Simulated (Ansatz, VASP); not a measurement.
**Yb2SbO2 in VASP and in Ansatz**

The input POSCAR:

```
Yb2SbO2
1.0
    0.0000000000      3.8085930000      0.0000000000
    3.8085930000      0.0000000000      0.0000000000
    1.9042970000      1.9042970000     -6.5012830000
Sb O Yb
1 2 2
Direct
    0.0000000000      0.0000000000      0.0000000000
    0.2500000000      0.7500000000      0.5000000000
    0.7500000000      0.2500000000      0.5000000000
    0.3440000000      0.3440000000      0.3120000000
    0.6560000000      0.6560000000      0.6880000000
```

INCAR.step1

```
SYSTEM = Yb2SbO2
  PREC = Accurate
  ENCUT = 520
  ISMEAR = 1
  SIGMA = 0.2868
  LREAL = .FALSE.
  LASPH = .TRUE.
  NELM = 60
  NBANDS = 40
  GGA = PE
  ALGO = Normal
  EDIFF = 1E-4
  LWAVE = .TRUE.
  LCHARG = .FALSE.
```

INCAR.step2

```
SYSTEM = Yb2SbO2
  PREC = Accurate
  ENCUT = 520
  EDIFF = 1E-6
  ISMEAR = 1
  SIGMA = 0.2868
  LREAL = .FALSE.
  LASPH = .TRUE.
  NELM = 60
  ALGO = Normal
  ISIF = 2
  LWAVE = .FALSE.
  LCHARG = .FALSE.
  METAGGA = R2SCAN
  LMIXTAU = .TRUE.
  NBANDS = 40
  ISTART = 1
```

Contents of KPOINTS:

```
Automatic mesh
0
G
  6 6 6
  0 0 0
```

Input for Ansatz:

```yaml
crystal:
  lattice:
    - [0.0, 3.808593, 0.0]
    - [3.808593, 0.0, 0.0]
    - [1.904297, 1.904297, -6.501283]
  atoms:
    - { symbol: Sb, position: [0.0, 0.0, 0.0] }
    - { symbol: O, position: [0.25, 0.75, 0.5] }
    - { symbol: O, position: [0.75, 0.25, 0.5] }
    - { symbol: Yb, position: [0.344, 0.344, 0.312] }
    - { symbol: Yb, position: [0.656, 0.656, 0.688] }
kpoints:
  mp_grid: { grid: [6, 6, 6], shift: [0, 0, 0] }
  band_path:
    path:
      - [0.0, 0.0, 0.0]
      - [0.5, 0.5, 0.5]
      - [0.5, 0.5, 0.25]
      - [0.0, 0.5, 0.0]
      - [0.0, 0.0, 0.0]
      - [0.0, 0.0, -0.5]
      - [0.0, 0.45710161, -0.2714492]
      - [0.0, 0.54289839, 0.2714492]
      - [0.0, 0.0, 0.0]
      - [0.5, 0.5, 0.5]
      - [0.45710161, 0.54289839, 0.5]
    npoints: 6
magnetization:
  spin_polarized: false
scf:
  occupations: { method: methfessel_paxton, width: 0.2868 }
  lower_state_search: "off"
  max_iter: 200
hamiltonian:
  pseudopotentials: { kind: paw }
  xc: r2scan
basis:
  ecutwfc: 500
  fft_grid_basis: typed
output:
  forces: true
  stress: true
  eigenvalues: true
  bader: true
  populations: true
  elf: true
  write_potential: true
  volumetric_format: npy
  dos:
    e_range: [-12, 8]
    de: 0.05
    projected: { site_lists: { O: [O], Sb: [Sb], Yb: [Yb] } }
checkpoint:
  read: saved_state
```

Alike in both runs: task single point; functional r2SCAN; k mesh 6 × 6 × 6; occupations methfessel-paxton of order 1, width 0.2868 eV; no spin polarisation.

|  | VASP | Ansatz |
| --- | --- | --- |
| version | VASP 6.6.1 | Ansatz 0.2.0 |
| potentials or method | VASP PAW PBE potentials, release 64 (Sb, O, Yb), cutoff 520 eV | PAW plane waves |
| valence electrons in the cell | 65 | 75 |

|  | VASP | Ansatz | Ansatz less VASP |
| --- | --- | --- | --- |
| pressure (GPa) | -3.9 | -5.2 | -1.29 |
| traceless stress, the component that is largest in VASP (GPa) | 0.08 | -0.18 | -0.259 |
| rms of the force components (eV/Å) | 0.914 | 0.942 | +0.0281 |

VASP's potentials were made for PBE, not for r2SCAN. Atom by atom the forces differ by 0.028 eV/Å (rms over components). VASP's potentials hold 65 valence electrons a cell and Ansatz's 75, so a difference there can come from the potentials and not from the codes.

Neither program's run includes spin-orbit coupling.
